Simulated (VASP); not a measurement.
Write the native input for VASP 6.6.1 that does the following.

```yaml
Task: single point
Functional: PBEsol
Potentials_or_basis: VASP PAW PBE potentials, release 64 (Ga_d)
Cutoff: 520 eV
k_mesh: 8 × 7 × 6
Occupations: fermi-dirac, width 0.05 eV
Spin: no spin polarisation
Dipole_correction: no
Further_INCAR_settings: ALGO = Fast; EDIFF = 1e-07; NBANDS = 20
```

The structure of Ga lies in POSCAR:

```
Ga
1.0
    2.7784220849     -0.0277842208      0.0000000000
   -0.0328160879      3.2816087900      0.0000000000
   -1.3434310986      0.0134343110      3.9902731763
Ga
2
Direct
    0.1345962700      0.7500000000      0.7701668300
    0.8654037300      0.2500000000      0.2298331700
```

These files were run (other wordings do the same):

INCAR

```
SYSTEM = Ga
PREC = Accurate
ENCUT = 520
EDIFF = 1E-7
ISMEAR = -1
SIGMA = 0.05
LREAL = .False.
LASPH = .True.
NELM = 100
ALGO = Fast
ISIF = 2
LWAVE = .False.
LCHARG = .True.
GGA = PS
LELF = .True.
LVHAR = .True.
NBANDS = 20
```

KPOINTS

```
regular mesh
0
Gamma
  8 7 6
  0 0 0
```

Potentials or basis: VASP PAW PBE potentials, release 64 (Ga_d).

Run with:

```console
$ cat potpaw_PBE.64/Ga_d/POTCAR > POTCAR
$ mpirun -np 1 vasp_std > vasp.out
```

Results of the run:

```yaml
Pressure: -0.4 GPa
Largest_force: 0.102 eV/Å
Band_gap_on_the_k_mesh: zero (band 13 reaches 9.73 eV, above the bottom of band 14 at 2.19 eV)
```

Caveat: the PAW data sets were made with another functional, which shifts forces and pressure a little.

It took 49 s on 1 thread of Intel(R) Xeon(R) Platinum 8488C (Sapphire Rapids) (shared host), peak memory 0.22 GiB.
